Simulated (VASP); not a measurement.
# CuSiTe (P4/nmm) in VASP: single point with PBE

Aim: the single point of CuSiTe with PBE.

Program: VASP 6.6.1. These are calculated values, not measurements. Logs are shortened: lines on timing, memory, paths and dates and some standing lists are left out, and cuts for length are marked.

### Step 1. The cell of the first run

It takes space group P4/nmm (No. 129, tetragonal). The conventional cell has a = 3.624 Å, b = 3.624 Å, c = 9.390 Å, α = 90.00°, β = 90.00°, γ = 90.00°. Within 3.4 Å of Si (site symmetry -4m2) lie 4 Si at 2.56 Å and 4 Cu at 2.82 Å. Cu (site symmetry 4mm) has 4 Si at 2.82 Å and 4 Te at 2.84 Å and 4 Cu at 3.62 Å within 3.7 Å. Within 3.9 Å of Te (site symmetry 4mm) lie 5 Cu at 2.84 to 3.85 Å and 8 Te at 3.62 to 3.67 Å and 4 Si at 3.84 Å.

### Step 2. Single point, PBE

The input, POSCAR:

```
CuSiTe
1.0
    3.6243990000      0.0000000000      0.0000000000
    0.0000000000      3.6243990000      0.0000000000
    0.0000000000      0.0000000000      9.3900430000
Si Cu Te
2 2 2
Direct
    0.0000000000      0.0000000000      0.0000000000
    0.5000000000      0.5000000000      0.0000000000
    0.0000000000      0.5000000000      0.2300000000
    0.5000000000      0.0000000000      0.7700000000
    0.0000000000      0.5000000000      0.6400000000
    0.5000000000      0.0000000000      0.3600000000
```

The input, INCAR.step1:

```
PREC = Accurate
ENCUT = 520
EDIFF = 1E-6
ISMEAR = -1
SIGMA = 0.1
LREAL = F
LASPH = T
NELM = 100
ALGO = Normal
ISIF = 2
LWAVE = F
LCHARG = T
LMAXMIX = 4
GGA = PE
NBANDS = 30
```

The input, KPOINTS.step1:

```
Automatic mesh
0
Gamma
  9 9 4
```

The input, INCAR.step2:

```
PREC = Accurate
ENCUT = 520
EDIFF = 1E-6
ISMEAR = -5
SIGMA = 0.1
LREAL = F
LASPH = T
NELM = 100
ALGO = Normal
ISIF = 2
LWAVE = F
LCHARG = F
LMAXMIX = 4
GGA = PE
LORBIT = 10
NBANDS = 30
NEDOS = 2001
ICHARG = 11
```

The input, KPOINTS.step2:

```
Automatic mesh
0
Gamma
  14 14 6
```

Potentials or basis: VASP PAW PBE potentials, release 64 (Si, Cu, Te).

On the command line:

```console
$ cat potpaw_PBE.64/Si/POTCAR potpaw_PBE.64/Cu/POTCAR potpaw_PBE.64/Te/POTCAR > POTCAR
$ cp INCAR.step1 INCAR
$ cp KPOINTS.step1 KPOINTS
$ mpirun -np 1 vasp_std > vasp.out
$ cp INCAR.step2 INCAR
$ cp KPOINTS.step2 KPOINTS
$ mpirun -np 1 vasp_std > vasp.out
```

OUTCAR:

```text
PREC = Accurate
   ENCUT = 520
   EDIFF = 1E-6
   ISMEAR = -5
   LREAL = F
   LASPH = T
   NELM = 100
   ISIF = 2
   GGA = PE
   LORBIT = 10
   ICHARG = 11

 ion  position               nearest neighbor table
   1  0.000  0.000  0.000-   2 2.56   2 2.56   2 2.56   2 2.56   3 2.82   4 2.82   4 2.82   3 2.82

   2  0.500  0.500  0.000-   1 2.56   1 2.56   1 2.56   1 2.56   4 2.82   4 2.82   3 2.82   3 2.82

   3  0.000  0.500  0.230-   1 2.82   2 2.82   1 2.82   2 2.82   6 2.84   6 2.84   6 2.84   6 2.84

   4  0.500  0.000  0.770-   1 2.82   2 2.82   2 2.82   1 2.82   5 2.84   5 2.84   5 2.84   5 2.84

   5  0.000  0.500  0.640-   4 2.84   4 2.84   4 2.84   4 2.84   6 3.67   6 3.67   6 3.67   6 3.67

   6  0.500  0.000  0.360-   3 2.84   3 2.84   3 2.84   3 2.84   5 3.67   5 3.67   5 3.67   5 3.67

  LATTYP: Found a simple tetragonal cell.
 ALAT       =     3.6243990000
 C/A-ratio  =     2.5907862241

  Lattice vectors:

 A1 = (   3.6243990000,   0.0000000000,   0.0000000000)
 A2 = (   0.0000000000,   3.6243990000,   0.0000000000)
 A3 = (   0.0000000000,   0.0000000000,   9.3900430000)

Analysis of symmetry for initial positions (statically):
=====================================================================
 Subroutine PRICEL returns:
 Original cell was already a primitive cell.

 Routine SETGRP: Setting up the symmetry group for a
 simple tetragonal supercell.

 Subroutine GETGRP returns: Found 16 space group operations
 (whereof  8 operations were pure point group operations)
 out of a pool of 16 trial point group operations.

The static configuration has the point symmetry D_2d.
 The point group associated with its full space group is D_4h.

Analysis of symmetry for dynamics (positions and initial velocities):
=====================================================================
 Subroutine PRICEL returns:
 Original cell was already a primitive cell.

 Routine SETGRP: Setting up the symmetry group for a
 simple tetragonal supercell.

 Subroutine GETGRP returns: Found 16 space group operations
 (whereof  8 operations were pure point group operations)
 out of a pool of 16 trial point group operations.

The dynamic configuration has the point symmetry D_2d.
 The point group associated with its full space group is D_4h.

 Subroutine INISYM returns: Found 16 space group operations
 (whereof  8 operations are pure point group operations),
 and found     1 'primitive' translations

----------------------------------------------------------------------------------------

                                     Primitive cell

  volume of cell :     123.3501

  direct lattice vectors                    reciprocal lattice vectors
     3.624399000  0.000000000  0.000000000     0.275907813  0.000000000  0.000000000
     0.000000000  3.624399000  0.000000000     0.000000000  0.275907813  0.000000000
     0.000000000  0.000000000  9.390043000     0.000000000  0.000000000  0.106495785

  length of vectors
     3.624399000  3.624399000  9.390043000     0.275907813  0.275907813  0.106495785

  position of ions in fractional coordinates (direct lattice)
     0.000000000  0.000000000  0.000000000
     0.500000000  0.500000000  0.000000000
     0.000000000  0.500000000  0.230000000
     0.500000000  0.000000000  0.770000000
     0.000000000  0.500000000  0.640000000
     0.500000000  0.000000000  0.360000000

  ion indices of the primitive-cell ions
   primitive index   ion index
                 1           1
                 2           2
                 3           3
                 4           4
                 5           5
                 6           6

----------------------------------------------------------------------------------------

 KPOINTS: Automatic mesh

Automatic generation of k-mesh.
 Grid dimensions read from file:
 generate k-points for:   14   14    6

 Generating k-lattice:

  Cartesian coordinates                     Fractional coordinates (reciprocal lattice)
     0.019707701  0.000000000  0.000000000     0.071428571  0.000000000  0.000000000
     0.000000000  0.019707701  0.000000000     0.000000000  0.071428571  0.000000000
     0.000000000  0.000000000  0.017749297     0.000000000  0.000000000  0.166666667

  Length of vectors
     0.019707701  0.019707701  0.017749297

  Shift w.r.t. Gamma in fractional coordinates (k-lattice)
     0.000000000  0.000000000  0.000000000

 TETIRR: Found   1764 inequivalent tetrahedra from     7056

 Subroutine IBZKPT returns following result:
 ===========================================

 Found    144 irreducible k-points:

 Following reciprocal coordinates:
            Coordinates               Weight
  0.000000  0.000000  0.000000      1.000000
  0.071429  0.000000  0.000000      4.000000
  0.142857  0.000000  0.000000      4.000000
  0.214286  0.000000  0.000000      4.000000
  0.285714  0.000000  0.000000      4.000000
  0.357143  0.000000  0.000000      4.000000
[... 16 lines left out ...]
  0.285714  0.214286  0.000000      8.000000
  0.357143  0.214286  0.000000      8.000000
 [... further k-points ...]
   k-points           NKPTS =    144   k-points in BZ     NKDIM =    144   number of bands    NBANDS=     30
   number of dos      NEDOS =   2001   number of ions     NIONS =      6
   total plane-waves  NPLWV =  54880
   dimension x,y,z NGX =    28 NGY =   28 NGZ =   70
   dimension x,y,z NGXF=    56 NGYF=   56 NGZF=  140
   ions per type =               2   2   2
   NGX,Y,Z   is equivalent  to a cutoff of  12.84, 12.84, 12.39 a.u.
   NGXF,Y,Z  is equivalent  to a cutoff of  25.69, 25.69, 24.79 a.u.
 SYSTEM =  unknown system
   PREC   = accura    normal or accurate (medium, high low for compatibility)
   ISTART =      0    job   : 0-new  1-cont  2-samecut
   ICHARG =     11    charge: 1-file 2-atom 10-const
   ISPIN  =      1    spin polarized calculation?
   LNONCOLLINEAR =      F non collinear calculations
   LSORBIT =      F    spin-orbit coupling
   LASPH  =      T    aspherical Exc in radial PAW
   ENCUT  =  520.0 eV  38.22 Ry    6.18 a.u.   6.74  6.74 17.46*2*pi/ulx,y,z
   NELM   =    100;   NELMIN=  2; NELMDL=  0     # of ELM steps
   EDIFF  = 0.1E-05   stopping-criterion for ELM
   LREAL  =      F    real-space projection
   EDIFFG = 0.1E-04   stopping-criterion for IOM
   NSW    =      0    number of steps for IOM
   IBRION =     -1    ionic relax: 0-MD 1-quasi-New 2-CG
   NFREE  =      0    steps in history (QN), initial steepest desc. (CG)
   ISIF   =      2    stress and relaxation
   ISYM   =      2    0-nonsym 1-usesym 2-fastsym
   POTIM  = 0.5000    time-step for ionic-motion
   TEBEG  =    0.0;   TEEND  =   0.0 temperature during run
   PSTRESS=    0.0 pullay stress
   NELECT =      42.0000    total number of electrons
   NUPDOWN=      -1.0000    fix difference up-down
   EMIN   =  10.00;   EMAX   =-10.00  energy-range for DOS
   EFERMI =   0.00;   METHOD = LEGACY
   ISMEAR =    -5;   SIGMA  =   0.10  broadening in eV -4-tet -1-fermi 0-gaus
   EFERMI_NEDOS =   21; number of points for ismear=-14 and -15
   IALGO  =     38    algorithm
   IMIX   =      4    mixing-type and parameters
     AMIX     =   0.40;   BMIX     =  1.00
     AMIX_MAG =   1.60;   BMIX_MAG =  1.00
  volume/ion in A,a.u.               =      20.56       138.73
  Fermi-wavevector in a.u.,A,eV,Ry     =   1.143172  2.160281 17.780653  1.306841
  Thomas-Fermi vector in A             =   2.279867
   LORBIT       =     10    0 simple, 1 ext, 2 COOP (PROOUT), +10 PAW based schemes
   GGA     = PE    functional components
   LHFCALC =     F    Hartree Fock is set to
   AEXX    =    0.0000 exact exchange contribution
   IVDW    =     0    specifies the selected vdW correction
   LEPSILON=     F    determine dielectric tensor
   LRPA    =     F    only Hartree local field effects (RPA)
 non-spin polarized calculation
 Fermi weights with tetrahedron method with Bloechl corrections
  energy-cutoff  :      520.00
  volume of cell :      123.35
 maximum number of plane-waves:      3359
 NGX is ok and might be reduce to    28

 number of electron      41.9999986 magnetization

 Free energy of the ion-electron system (eV)
  ---------------------------------------------------
  ext. energy  EPLUGINS =         0.00000000
  ---------------------------------------------------
  free energy    TOTEN  =       -22.50214643 eV

  energy without entropy =      -22.50214643  energy(sigma->0) =      -22.50214643

 E-fermi :   7.0645     XC(G=0): -10.3899

 val. band max:        7.2139968454   @ k =   0.4286   0.0000   0.1667
 cond. band min:       6.9551801027   @ k =   0.1429   0.1429   0.5000
 fundamental gap:     -0.2588167427
 Fermi energy:         7.0644817414

 k-point     1 :       0.0000    0.0000    0.0000
  band No.  band energies     occupation
      1      -5.8066      2.00000
      2      -4.6294      2.00000
      3      -4.2895      2.00000
      4       1.9874      2.00000
      5       2.3753      2.00000
      6       3.6740      2.00000
[... 22 lines left out ...]
     29      12.8927      0.00000
     30      13.6479      0.00000

 k-point     2 :       0.0714    0.0000    0.0000
  band No.  band energies     occupation
      1      -5.7593      2.00000
      2      -4.5936      2.00000
      3      -4.2372      2.00000
      4       1.9959      2.00000
      5       2.4241      2.00000
      6       3.4445      2.00000
[... 718 lines left out ...]
 k-point    24 :       0.3571    0.2143    0.0000
  band No.  band energies     occupation
      1      -4.3908      2.00000
      2      -3.7582      2.00000
      3      -2.5404      2.00000
      4       0.2024      2.00000
      5       1.8358      2.00000
      6       2.4280      2.00000
[... 22 lines left out ...]
     29      12.7580      0.00000
     30      13.3575      0.00000

 [... further k-points ...]

------------------------ aborting loop because EDIFF is reached ----------------------------------------

  FORCE on cell =-STRESS in cart. coord.  units (eV):
  Direction    XX          YY          ZZ          XY          YZ          ZX
  --------------------------------------------------------------------------------------
  -------------------------------------------------------------------------------------
  Total       -2.7493377     -2.7493377     -3.3957680      0.0000000      0.0000000     -0.0000000
  in kB      -35.7107594    -35.7107594    -44.1071512      0.0000000      0.0000000     -0.0000000
  external PRESSURE =     -38.5095567 kB  Pullay stress =       0.0000000 kB

 VOLUME and BASIS-vectors are now :
 -----------------------------------------------------------------------------
  energy-cutoff  :      520.00
  volume of cell :      123.35
      direct lattice vectors                 reciprocal lattice vectors
     3.624399000  0.000000000  0.000000000     0.275907813  0.000000000  0.000000000
     0.000000000  3.624399000  0.000000000     0.000000000  0.275907813  0.000000000
     0.000000000  0.000000000  9.390043000     0.000000000  0.000000000  0.106495785

 POSITION                                       TOTAL-FORCE (eV/Angst)
 -----------------------------------------------------------------------------------
      0.00000      0.00000      0.00000        -0.000000     -0.000000      0.000000
      1.81220      1.81220      0.00000        -0.000000     -0.000000      0.000000
      0.00000      1.81220      2.15971        -0.000000      0.000000     -0.481798
      1.81220      0.00000      7.23033         0.000000     -0.000000      0.481798
      0.00000      1.81220      6.00963        -0.000000     -0.000000      0.432269
      1.81220      0.00000      3.38042         0.000000     -0.000000     -0.432269
 -----------------------------------------------------------------------------------
    total drift:                                0.000000      0.000000      0.000000

  FREE ENERGIE OF THE ION-ELECTRON SYSTEM (eV)
  ---------------------------------------------------
  free  energy   TOTEN  =       -22.5021464312 eV

  energy  without entropy=      -22.5021464312  energy(sigma->0) =      -22.50214643

 total charge

# of ion       s       p       d       tot
------------------------------------------
    1        0.821   0.731   0.000   1.552
    2        0.821   0.731   0.000   1.552
    3        0.355   0.256   9.204   9.815
    4        0.355   0.256   9.204   9.815
    5        1.422   1.810   0.042   3.274
    6        1.422   1.810   0.042   3.274
--------------------------------------------------
tot          5.197   5.594  18.492  29.283
```

It took 15 min on 1 thread of Intel Xeon 8259CL, shared host; peak memory 0.58 GiB.

Results:

- Valence electrons inside the program's atomic spheres: Si 1.55; Cu 9.81; Te 3.27

Levels at points of the mesh, in eV from the Fermi level:
| k point | band 18 | band 19 | band 20 | band 21 | band 22 | band 23 | band 24 | band 25 |
| --- | --- | --- | --- | --- | --- | --- | --- | --- |
| (0.00, 0.00, 0.00) | -0.55 | -0.08 | -0.08 | 0.27 | 0.27 | 0.29 | 2.23 | 2.41 |
| (0.50, 0.00, 0.00) | -1.83 | -0.73 | -0.73 | 0.90 | 0.90 | 1.23 | 1.23 | 3.04 |
| (0.50, 0.50, 0.00) | -2.46 | -1.95 | -1.95 | -1.05 | -1.05 | 0.87 | 0.87 | 1.28 |
| (0.00, 0.00, 0.50) | -1.25 | -0.66 | -0.66 | -0.55 | 0.78 | 0.78 | 2.28 | 3.46 |
| (0.50, 0.00, 0.50) | -2.31 | 0.49 | 0.49 | 0.93 | 0.93 | 1.19 | 1.19 | 2.98 |
| (0.50, 0.50, 0.50) | -2.53 | -1.55 | -1.55 | -0.82 | -0.82 | 0.01 | 0.01 | 0.42 |

Caveat: spin-orbit coupling is left out, which moves the levels of the heavy elements.
